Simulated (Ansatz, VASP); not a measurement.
## Tl: VASP beside Ansatz

```
CELL_PARAMETERS angstrom
0.00000 3.46826 3.46826
3.46826 0.00000 3.46826
3.46826 3.46826 0.00000
ATOMIC_POSITIONS crystal
Tl 0.12500 0.12500 0.12500
Tl 0.87500 0.87500 0.87500
```

Alike in both runs: task single point; functional PBE; k mesh 13 × 13 × 13; occupations fermi-dirac, width 0.1 eV; no spin polarisation.

|  | VASP | Ansatz |
| --- | --- | --- |
| version | VASP 6.6.1 | Ansatz 0.2.0 |
| potentials or method | VASP PAW PBE potentials, release 64 (Tl_d), cutoff 520 eV | plane waves (420 eV) with PAW, scalar-relativistic |
| valence electrons in the cell | 26 | 26 |

|  | VASP | Ansatz | Ansatz less VASP |
| --- | --- | --- | --- |
| pressure (GPa) | 1.3 | 1.4 | +0.04 |

Spin-orbit coupling is off throughout.
